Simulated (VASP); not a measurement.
# Cd (Pm-3m) in VASP: notebook

Runs on Cd. Level: LDA. Tasks: single point.

All numbers are computed with VASP 6.6.1; they aren't measurements. Logs are shortened: lines on timing, memory, paths and dates and some standing lists are left out, and cuts for length are marked.

## Step 1: The cell of the first run

Symmetry: Pm-3m, No. 221, cubic system. Conventional cell: a = 2.733 Å, b = 2.733 Å, c = 2.733 Å, α = 90.00°, β = 90.00°, γ = 90.00°. Within 3.6 Å of Cd (site symmetry m-3m) lie 6 Cd at 2.73 Å.

## Step 2: Single point, LDA (volume scaled by 0.88)

INCAR

```
PREC = Accurate ; ENCUT = 520
EDIFF = 1E-6 ; ISMEAR = -1
SIGMA = 0.1 ; LREAL = False
LASPH = True ; NELM = 60
ALGO = Normal ; ISIF = 2
LWAVE = False ; LCHARG = False
GGA = CA ; NBANDS = 12
```

KPOINTS

```
Automatic mesh
0
Gamma
  12 12 12
```

POSCAR

```
Cd
1.0
    2.7333981756      0.0000000000      0.0000000000
    0.0000000000      2.7333981756      0.0000000000
    0.0000000000      0.0000000000      2.7333981756
Cd
1
Direct
    0.0000000000      0.0000000000      0.0000000000
```

Potentials or basis: VASP PAW LDA potentials, release 64 (Cd).

The run is started by

```console
> cat potpaw_LDA.64/Cd/POTCAR > POTCAR
> mpirun -np 1 vasp_std > vasp.out
```

OUTCAR:

```text
PREC = Accurate
   ENCUT = 520
   EDIFF = 1E-6
   ISMEAR = -1
   LREAL = False
   LASPH = True
   NELM = 60
   ISIF = 2
   GGA = CA

 ion  position               nearest neighbor table
   1  0.000  0.000  0.000-

  LATTYP: Found a simple cubic cell.
 ALAT       =     2.7333981756

  Lattice vectors:

 A1 = (   2.7333981756,   0.0000000000,   0.0000000000)
 A2 = (   0.0000000000,   2.7333981756,   0.0000000000)
 A3 = (   0.0000000000,   0.0000000000,   2.7333981756)

Analysis of symmetry for initial positions (statically):
=====================================================================
 Subroutine PRICEL returns:
 Original cell was already a primitive cell.

 Routine SETGRP: Setting up the symmetry group for a
 simple cubic supercell.

 Subroutine GETGRP returns: Found 48 space group operations
 (whereof 48 operations were pure point group operations)
 out of a pool of 48 trial point group operations.

The static configuration has the point symmetry O_h .

Analysis of symmetry for dynamics (positions and initial velocities):
=====================================================================
 Subroutine PRICEL returns:
 Original cell was already a primitive cell.

 Routine SETGRP: Setting up the symmetry group for a
 simple cubic supercell.

 Subroutine GETGRP returns: Found 48 space group operations
 (whereof 48 operations were pure point group operations)
 out of a pool of 48 trial point group operations.

The dynamic configuration has the point symmetry O_h .

 Subroutine INISYM returns: Found 48 space group operations
 (whereof 48 operations are pure point group operations),
 and found     1 'primitive' translations

----------------------------------------------------------------------------------------

                                     Primitive cell

  volume of cell :      20.4225

  direct lattice vectors                    reciprocal lattice vectors
     2.733398176  0.000000000  0.000000000     0.365844980  0.000000000  0.000000000
     0.000000000  2.733398176  0.000000000     0.000000000  0.365844980  0.000000000
     0.000000000  0.000000000  2.733398176     0.000000000  0.000000000  0.365844980

  length of vectors
     2.733398176  2.733398176  2.733398176     0.365844980  0.365844980  0.365844980

  position of ions in fractional coordinates (direct lattice)
[... 75 lines left out ...]
   ENCUT  =  520.0 eV  38.22 Ry    6.18 a.u.   5.08  5.08  5.08*2*pi/ulx,y,z
   NELM   =     60;   NELMIN=  2; NELMDL= -5     # of ELM steps
   EDIFF  = 0.1E-05   stopping-criterion for ELM
   LREAL  =      F    real-space projection
   EDIFFG = 0.1E-04   stopping-criterion for IOM
   NSW    =      0    number of steps for IOM
   IBRION =     -1    ionic relax: 0-MD 1-quasi-New 2-CG
   NFREE  =      0    steps in history (QN), initial steepest desc. (CG)
   ISIF   =      2    stress and relaxation
   ISYM   =      2    0-nonsym 1-usesym 2-fastsym
   POTIM  = 0.5000    time-step for ionic-motion
   TEBEG  =    0.0;   TEEND  =   0.0 temperature during run
   PSTRESS=    0.0 pullay stress
   NELECT =      12.0000    total number of electrons
   NUPDOWN=      -1.0000    fix difference up-down
   EMIN   =  10.00;   EMAX   =-10.00  energy-range for DOS
   EFERMI =   0.00;   METHOD = LEGACY
   ISMEAR =    -1;   SIGMA  =   0.10  broadening in eV -4-tet -1-fermi 0-gaus
   EFERMI_NEDOS =   21; number of points for ismear=-14 and -15
   IALGO  =     38    algorithm
   IMIX   =      4    mixing-type and parameters
     AMIX     =   0.40;   BMIX     =  1.00
     AMIX_MAG =   1.60;   BMIX_MAG =  1.00
  volume/ion in A,a.u.               =      20.42       137.82
  Fermi-wavevector in a.u.,A,eV,Ry     =   1.371194  2.591182 25.581319  1.880174
  Thomas-Fermi vector in A             =   2.496913
   LORBIT       =      0    0 simple, 1 ext, 2 COOP (PROOUT), +10 PAW based schemes
   GGA     = CA    functional components
   LHFCALC =     F    Hartree Fock is set to
   AEXX    =    0.0000 exact exchange contribution
   IVDW    =     0    specifies the selected vdW correction
   LEPSILON=     F    determine dielectric tensor
   LRPA    =     F    only Hartree local field effects (RPA)
 non-spin polarized calculation
  energy-cutoff  :      520.00
  volume of cell :       20.42
 maximum number of plane-waves:       562
   NGX = 11   NGY = 11   NGZ = 11

 number of electron      11.9999994 magnetization

 Free energy of the ion-electron system (eV)
  ---------------------------------------------------
  ext. energy  EPLUGINS =         0.00000000
  ---------------------------------------------------
  free energy    TOTEN  =        -1.24373260 eV

  energy without entropy =       -1.23130721  energy(sigma->0) =       -1.23751990

 E-fermi :   3.0174     XC(G=0): -11.5864

 val. band max:        2.9686002457   @ k =   0.4167   0.3333   0.3333
 cond. band min:       3.1212609346   @ k =   0.4167   0.1667   0.0833
 fundamental gap:      0.1526606889
 Fermi energy:         3.0174418182

 k-point     1 :       0.0000    0.0000    0.0000
  band No.  band energies     occupation
      1      -7.5417      2.00000
      2      -7.5417      2.00000
      3      -6.2791      2.00000
      4      -5.2367      2.00000
      5      -5.2367      2.00000
      6      -5.2367      2.00000
      7      14.4105      0.00000
      8      14.4105      0.00000
      9      14.4105      0.00000
     10      18.7776      0.00000
     11      18.7776      0.00000
     12      19.9983      0.00000
[... 331 lines left out ...]
 k-point    24 :       0.4167    0.3333    0.0000
  band No.  band energies     occupation
      1      -6.9607      2.00000
      2      -6.9405      2.00000
      3      -5.8136      2.00000
      4      -5.6763      2.00000
      5      -5.3200      2.00000
      6       0.5484      2.00000
      7       4.3658      0.00000
      8       9.0460      0.00000
      9      12.7273      0.00000
     10      21.4019      0.00000
     11      21.9560      0.00000
     12      24.0096      0.00000

 [... further k-points ...]
[... 5 lines left out ...]
  --------------------------------------------------------------------------------------
  -------------------------------------------------------------------------------------
  Total        1.3552153      1.3552153      1.3552153      0.0000000      0.0000000     -0.0000000
  in kB      106.3188243    106.3188243    106.3188243      0.0000000      0.0000000     -0.0000000
  external PRESSURE =     106.3188243 kB  Pullay stress =       0.0000000 kB

 VOLUME and BASIS-vectors are now :
 -----------------------------------------------------------------------------
  energy-cutoff  :      520.00
  volume of cell :       20.42
      direct lattice vectors                 reciprocal lattice vectors
     2.733398176  0.000000000  0.000000000     0.365844980  0.000000000  0.000000000
     0.000000000  2.733398176  0.000000000     0.000000000  0.365844980  0.000000000
     0.000000000  0.000000000  2.733398176     0.000000000  0.000000000  0.365844980

 POSITION                                       TOTAL-FORCE (eV/Angst)
 -----------------------------------------------------------------------------------
      0.00000      0.00000      0.00000         0.000000      0.000000      0.000000
 -----------------------------------------------------------------------------------
    total drift:                                0.000000      0.000000      0.000000

  FREE ENERGIE OF THE ION-ELECTRON SYSTEM (eV)
  ---------------------------------------------------
  free  energy   TOTEN  =        -1.2437325954 eV

  energy  without entropy=       -1.2313072086  energy(sigma->0) =       -1.23751990
```

OSZICAR:

```text
N       E                     dE             d eps       ncg     rms          rms(c)
DAV:   1     0.712998235781E+02    0.71300E+02   -0.70256E+03  2192   0.100E+03
DAV:   2    -0.375438222313E-01   -0.71337E+02   -0.67714E+02  2172   0.241E+02
DAV:   3    -0.133147387585E+01   -0.12939E+01   -0.12932E+01  2352   0.365E+01
DAV:   4    -0.133338370326E+01   -0.19098E-02   -0.19098E-02  2228   0.138E+00
DAV:   5    -0.133338890251E+01   -0.51993E-05   -0.51991E-05  2396   0.705E-02    0.432E+00
DAV:   6    -0.125481059979E+01    0.78578E-01   -0.18636E-01  2372   0.557E+00    0.316E+00
DAV:   7    -0.124538403608E+01    0.94266E-02   -0.14390E-02  2328   0.118E+00    0.145E+00
DAV:   8    -0.124372774912E+01    0.16563E-02   -0.17083E-03  2196   0.574E-01    0.509E-02
DAV:   9    -0.124373176090E+01   -0.40118E-05   -0.42970E-06  2252   0.167E-02    0.157E-02
DAV:  10    -0.124373259541E+01   -0.83451E-06   -0.15477E-06  2144   0.148E-02
   1 F= -.12437326E+01 E0= -.12375199E+01  d E =-.124254E-01
```

stdout:

```text
POSCAR found type information on POSCAR Cd
 POSCAR found :  1 types and       1 ions
 scaLAPACK will be used
 LDA part: xc-table for (Slater(with rela. corr.)+CA(PZ))
 , standard interpolation
 POSCAR, INCAR and KPOINTS ok, starting setup
 FFT: planning ... GRIDC
 FFT: planning ... GRID_SOFT
 FFT: planning ... GRID
 WAVECAR not read
 entering main loop
```

Run time: 16 s. Hardware: 1 thread of Intel Xeon 8259CL, shared host; peak memory 0.13 GiB.

What came out:

- Free energy: -1.2437 eV
- Pressure: 10.6 GPa
- Band gap on the k mesh: zero (band 6 reaches 8.30 eV, above the bottom of band 7 at 0.51 eV)

Levels at points of the mesh, in eV from the Fermi level:
| k point | band 2 | band 3 | band 4 | band 5 | band 6 | band 7 | band 8 | band 9 | band 10 | band 11 |
| --- | --- | --- | --- | --- | --- | --- | --- | --- | --- | --- |
| (0.00, 0.00, 0.00) | -10.56 | -9.30 | -8.25 | -8.25 | -8.25 | 11.39 | 11.39 | 11.39 | 15.76 | 15.76 |
| (0.50, 0.00, 0.00) | -9.68 | -8.96 | -8.96 | -8.19 | -3.14 | -2.50 | 15.83 | 16.38 | 16.38 | 17.13 |
| (0.50, 0.50, 0.00) | -9.87 | -8.84 | -8.84 | -7.66 | 0.98 | 0.98 | 3.31 | 6.46 | 20.21 | 20.21 |
| (0.50, 0.50, 0.50) | -9.99 | -9.99 | -7.61 | -7.61 | 5.29 | 5.29 | 5.29 | 8.69 | 10.85 | 10.98 |

Caveat: the cell differs from its parent crystal (volume scaled by 0.88).

## Step 3: Single point, LDA (volume scaled by 0.92)

INCAR

```
PREC = Accurate
ENCUT = 520
EDIFF = 1E-6
ISMEAR = -1
SIGMA = 0.1
LREAL = F
LASPH = T
NELM = 100
ALGO = Normal
ISIF = 2
LWAVE = F
LCHARG = T
LELF = T
LVHAR = T
NBANDS = 12
```

KPOINTS

```
regular mesh
0
Gamma
  12 12 12
```

POSCAR

```
Cd
1.0
    2.7742011789      0.0000000000      0.0000000000
    0.0000000000      2.7742011789      0.0000000000
    0.0000000000      0.0000000000      2.7742011789
Cd
1
Direct
    0.0000000000      0.0000000000      0.0000000000
```

Potentials or basis: VASP PAW LDA potentials, release 64 (Cd).

The run is started by

```console
> cat potpaw_LDA.64/Cd/POTCAR > POTCAR
> mpirun -np 1 vasp_std > vasp.out
```

OUTCAR:

```text
PREC = Accurate
   ENCUT = 520
   EDIFF = 1E-6
   ISMEAR = -1
   LREAL = F
   LASPH = T
   NELM = 100
   ISIF = 2

 ion  position               nearest neighbor table
   1  0.000  0.000  0.000-

  LATTYP: Found a simple cubic cell.
 ALAT       =     2.7742011789

  Lattice vectors:

 A1 = (   2.7742011789,   0.0000000000,   0.0000000000)
 A2 = (   0.0000000000,   2.7742011789,   0.0000000000)
 A3 = (   0.0000000000,   0.0000000000,   2.7742011789)

Analysis of symmetry for initial positions (statically):
[... 529 lines left out ...]
      5      -5.6064      2.00000
      6       0.2717      2.00000
      7       3.9968      0.00000
      8       8.4470      0.00000
      9      12.1377      0.00000
     10      20.6935      0.00000
     11      21.0126      0.00000
     12      23.2094      0.00000

 [... further k-points ...]
[... 5 lines left out ...]
  --------------------------------------------------------------------------------------
  -------------------------------------------------------------------------------------
  Total        0.8530703      0.8530703      0.8530703     -0.0000000     -0.0000000      0.0000000
  in kB       64.0149736     64.0149736     64.0149736     -0.0000000     -0.0000000      0.0000000
  external PRESSURE =      64.0149736 kB  Pullay stress =       0.0000000 kB

 VOLUME and BASIS-vectors are now :
 -----------------------------------------------------------------------------
  energy-cutoff  :      520.00
  volume of cell :       21.35
      direct lattice vectors                 reciprocal lattice vectors
     2.774201179  0.000000000  0.000000000     0.360464125  0.000000000  0.000000000
     0.000000000  2.774201179  0.000000000     0.000000000  0.360464125  0.000000000
     0.000000000  0.000000000  2.774201179     0.000000000  0.000000000  0.360464125

 POSITION                                       TOTAL-FORCE (eV/Angst)
 -----------------------------------------------------------------------------------
      0.00000      0.00000      0.00000         0.000000      0.000000      0.000000
 -----------------------------------------------------------------------------------
    total drift:                                0.000000      0.000000      0.000000

  FREE ENERGIE OF THE ION-ELECTRON SYSTEM (eV)
  ---------------------------------------------------
  free  energy   TOTEN  =        -1.2925699736 eV

  energy  without entropy=       -1.2792594231  energy(sigma->0) =       -1.28591470
```

stdout:

```text
POSCAR found type information on POSCAR Cd
 POSCAR found :  1 types and       1 ions
 scaLAPACK will be used
 LDA part: xc-table for (Slater(with rela. corr.)+CA(PZ))
 , standard interpolation
 POSCAR, INCAR and KPOINTS ok, starting setup
 FFT: planning ... GRIDC
 FFT: planning ... GRID_SOFT
 FFT: planning ... GRID
 WAVECAR not read
 entering main loop
```

Run time: 20 s. Hardware: 1 thread of Intel Xeon 8259CL, shared host; peak memory 0.14 GiB.

What came out:

- Free energy: -1.2926 eV
- Pressure: 6.4 GPa
- Band gap on the k mesh: zero (band 6 reaches 7.79 eV, above the bottom of band 7 at 0.11 eV)

Caveat: the cell differs from its parent crystal (volume scaled by 0.92).

## Step 4: Single point, LDA (volume scaled by 0.96)

INCAR

```
SYSTEM = Cd
PREC = Accurate
ENCUT = 520
EDIFF = 1E-6
ISMEAR = -1
SIGMA = 0.1
LREAL = .FALSE.
LASPH = .TRUE.
NELM = 60
ALGO = Normal
ISIF = 2
LWAVE = .FALSE.
LCHARG = .TRUE.
LELF = .TRUE.
LVHAR = .TRUE.
NBANDS = 12
```

KPOINTS

```
Automatic mesh
0
G
  12 12 12
  0 0 0
```

POSCAR

```
Cd
1.0
    2.8138379794      0.0000000000      0.0000000000
    0.0000000000      2.8138379794      0.0000000000
    0.0000000000      0.0000000000      2.8138379794
Cd
1
Direct
    0.0000000000      0.0000000000      0.0000000000
```

The run is started by

```console
> cat potpaw_LDA.64/Cd/POTCAR > POTCAR
> mpirun -np 1 vasp_std > vasp.out
```

It took 20 s on 1 thread of Intel Xeon 8259CL, shared host; peak memory 0.14 GiB.

It converged, with:

| Quantity | Value |
| --- | --- |
| Free energy | -1.3198 eV |
| Pressure | 3.1 GPa |
| Band gap on the k mesh | zero (band 6 reaches 7.33 eV, above the bottom of band 7 at -0.25 eV) |

Levels at points of the mesh, in eV from the Fermi level:
```csv
k point,band 2,band 3,band 4,band 5,band 6,band 7,band 8,band 9,band 10,band 11
"(0.00, 0.00, 0.00)",-10.11,-8.64,-8.16,-8.16,-8.16,10.84,10.84,10.84,14.93,14.93
"(0.50, 0.00, 0.00)",-9.31,-8.75,-8.75,-8.11,-2.73,-2.59,15.38,15.38,15.45,16.44
"(0.50, 0.50, 0.00)",-9.52,-8.65,-8.65,-7.65,1.07,1.07,2.72,6.24,19.44,19.44
"(0.50, 0.50, 0.50)",-9.60,-9.60,-7.62,-7.62,4.98,4.98,4.98,8.70,9.46,10.46
```

Caveat: the cell differs from its parent crystal (volume scaled by 0.96).

## Step 5: Single point, LDA

This run uses another cell than the first one, of 23.21 Å³/atom, 1.136 times its volume.

INCAR

```
ALGO = Normal
EDIFF = 1E-6
ENCUT = 520
ISIF = 2
ISMEAR = -1
LASPH = T
LCHARG = T
LELF = T
LREAL = F
LVHAR = T
LWAVE = F
NBANDS = 12
NELM = 100
PREC = Accurate
SIGMA = 0.1
```

KPOINTS

```
k-points
0
Gamma
  12 12 12
```

POSCAR

```
Cd
1.0
    2.8523884956      0.0000000000      0.0000000000
    0.0000000000      2.8523884956      0.0000000000
    0.0000000000      0.0000000000      2.8523884956
Cd
1
Direct
    0.0000000000      0.0000000000      0.0000000000
```

Potentials or basis: VASP PAW LDA potentials, release 64 (Cd).

The run is started by

```console
> cat potpaw_LDA.64/Cd/POTCAR > POTCAR
> mpirun -np 1 vasp_std > vasp.out
```

OUTCAR:

```text
EDIFF = 1E-6
   ENCUT = 520
   ISIF = 2
   ISMEAR = -1
   LASPH = T
   LREAL = F
   NELM = 100
   PREC = Accurate

 ion  position               nearest neighbor table
   1  0.000  0.000  0.000-

  LATTYP: Found a simple cubic cell.
 ALAT       =     2.8523884956

  Lattice vectors:

 A1 = (   2.8523884956,   0.0000000000,   0.0000000000)
 A2 = (   0.0000000000,   2.8523884956,   0.0000000000)
 A3 = (   0.0000000000,   0.0000000000,   2.8523884956)

Analysis of symmetry for initial positions (statically):
[... 537 lines left out ...]

 [... further k-points ...]

------------------------ aborting loop because EDIFF is reached ----------------------------------------

  FORCE on cell =-STRESS in cart. coord.  units (eV):
  Direction    XX          YY          ZZ          XY          YZ          ZX
  --------------------------------------------------------------------------------------
  -------------------------------------------------------------------------------------
  Total        0.0935157      0.0935157      0.0935157     -0.0000000      0.0000000     -0.0000000
  in kB        6.4560829      6.4560829      6.4560829     -0.0000000      0.0000000     -0.0000000
  external PRESSURE =       6.4560829 kB  Pullay stress =       0.0000000 kB

 VOLUME and BASIS-vectors are now :
 -----------------------------------------------------------------------------
  energy-cutoff  :      520.00
  volume of cell :       23.21
      direct lattice vectors                 reciprocal lattice vectors
     2.852388496  0.000000000  0.000000000     0.350583380  0.000000000  0.000000000
     0.000000000  2.852388496  0.000000000     0.000000000  0.350583380  0.000000000
     0.000000000  0.000000000  2.852388496     0.000000000  0.000000000  0.350583380

 POSITION                                       TOTAL-FORCE (eV/Angst)
 -----------------------------------------------------------------------------------
      0.00000      0.00000      0.00000         0.000000      0.000000      0.000000
 -----------------------------------------------------------------------------------
    total drift:                                0.000000      0.000000      0.000000

  FREE ENERGIE OF THE ION-ELECTRON SYSTEM (eV)
  ---------------------------------------------------
  free  energy   TOTEN  =        -1.3305030616 eV

  energy  without entropy=       -1.3152259311  energy(sigma->0) =       -1.32286450
```

stdout:

```text
POSCAR found type information on POSCAR Cd
 POSCAR found :  1 types and       1 ions
 scaLAPACK will be used
 LDA part: xc-table for (Slater(with rela. corr.)+CA(PZ))
 , standard interpolation
 POSCAR, INCAR and KPOINTS ok, starting setup
 FFT: planning ... GRIDC
 FFT: planning ... GRID_SOFT
 FFT: planning ... GRID
 WAVECAR not read
 entering main loop
```

It took 23 s on 1 thread of Intel Xeon 8259CL, shared host; peak memory 0.14 GiB.

Results:

```yaml
Free_energy: -1.3305 eV
Pressure: 0.6 GPa
Band_gap_on_the_k_mesh: zero (band 6 reaches 6.90 eV, above the bottom of band 7 at -0.50 eV)
```

## Step 6: Summary

```tsv
cell	gap on the mesh (eV)	pressure (GPa)
a = 2.733 Å, 1 atom	none	10.6
a = 2.774 Å, 1 atom	none	6.4
a = 2.814 Å, 1 atom	none	3.1
a = 2.852 Å, 1 atom	none	0.6
```

Alike in all rows: task single point; level LDA; potentials or basis VASP PAW LDA potentials, release 64 (Cd); no spin polarisation; k mesh 12 × 12 × 12; cutoff (eV) 520; smearing fermi-dirac 0.1 eV.

Total energies depend on the potentials used, so only differences within one code and one set of settings carry meaning.
